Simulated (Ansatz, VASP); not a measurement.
## Two plane-wave programs on Mg2SiN2

File INCAR:

```
SYSTEM = Mg2SiN2
ALGO = Normal ; EDIFF = 1E-6
EDIFFG = -0.04 ; ENCUT = 600
GGA = PE ; IBRION = 2
ISIF = 3 ; ISMEAR = 0
LASPH = .TRUE. ; LCHARG = .FALSE.
LREAL = .FALSE. ; LWAVE = .FALSE.
NELM = 60 ; NSW = 90
PREC = Accurate ; SIGMA = 0.1
```

File KPOINTS:

```
k-points
0
G
  8 8 8
  0 0 0
```

POSCAR

```
Mg2SiN2
1.0
   -1.6856088800      1.6856088800      5.6043260900
    1.6856088800     -1.6856088800      5.6043260900
    1.6856088800      1.6856088800     -5.6043260900
Mg Si N
2 1 2
Direct
    0.7500000000      0.2500000000      0.5000000000
    0.2500000000      0.7500000000      0.5000000000
    0.5000000000      0.5000000000      0.0000000000
    0.1500000100      0.1500000100      0.0000000000
    0.8499999900      0.8499999900      0.0000000000
```

Input for Ansatz:

```yaml
crystal:
  lattice:
    - [-1.68560888, 1.68560888, 5.60432609]
    - [1.68560888, -1.68560888, 5.60432609]
    - [1.68560888, 1.68560888, -5.60432609]
  atoms:
    - { symbol: Mg, position: [0.75, 0.25, 0.5] }
    - { symbol: Mg, position: [0.25, 0.75, 0.5] }
    - { symbol: Si, position: [0.5, 0.5, 0.0] }
    - { symbol: "N", position: [0.15000001, 0.15000001, 0.0] }
    - { symbol: "N", position: [0.84999999, 0.84999999, 0.0] }
basis:
  ecutwfc: 420
kpoints:
  mp_grid: { grid: [8, 8, 8] }
hamiltonian:
  xc: pbe
scf:
  occupations: { method: gaussian, width: 0.1 }
  lower_state_search: "off"
output:
  forces: true
  stress: true
  eigenvalues: true
relax:
  adjacent_minimum: "off"
  f_tol: 0.04
  max_steps: 70
  cell: { stress_tol: 0.4 }
```

Change from the starting cell: species swapped into the Pb2ClO2 type (I4/mmm, No. 139).

Alike in both runs: task relaxation of cell and atoms; functional PBE; k mesh 8 × 8 × 8; occupations gaussian, width 0.1 eV; no spin polarisation.

```csv
,VASP,Ansatz
version,VASP 6.6.1,Ansatz 0.2.0
potentials or method,"VASP PAW PBE potentials, release 64 (Mg, Si, N), cutoff 600 eV","scalar-relativistic, plane waves, PAW"
valence electrons in the cell,18,34
```

```csv
,VASP,Ansatz,Ansatz less VASP
"gap on the k mesh at the Fermi level, each at its own relaxed structure (eV)",none,none,-
relaxed volume (Å³/atom),13.56,13.59,+0.030
relaxed length of the cell vector where the two differ most in proportion (Å),5.490,5.518,+0.0278
```

A gap of «none» marks a metal or a gap that the smearing closes. VASP's potentials hold 18 valence electrons a cell and Ansatz's 34, so a difference there can come from the potentials and not from the codes.
